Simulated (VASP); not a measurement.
Crystal: Ag.

```
Ag
1.0
    -1.61038    1.65353    1.61816
     1.65931   -1.66055    1.67410
     1.63933    1.68950   -1.62517
Ag
1
Cartesian
  0.0000 0.0000 0.0000
```

Base run:

| Property | Result |
| --- | --- |
| Program | VASP 6.6.1 |
| Functional | r2SCAN |
| Potentials or basis | VASP PAW PBE potentials, release 64 (Ag) |
| Cutoff | 520 eV |
| k mesh | 11 × 11 × 11 |
| Occupations | fermi-dirac, width 0.05 eV |
| Spin | no spin polarisation |

Its results: band gap on the k mesh zero (an odd number of electrons rules out a gap without spin polarisation); pressure -3.5 GPa.

Q: The run is repeated on the same cell with these changes: k mesh from 11 × 11 × 11 to 6 × 6 × 6. What comes out?

A: Band gap on the k mesh zero (an odd number of electrons rules out a gap without spin polarisation); pressure -3.0 GPa.

Caveats: some runs use coarse meshes; the PAW data sets were made with another functional, which shifts forces and pressure a little; the cell stands under tension (at least some runs).
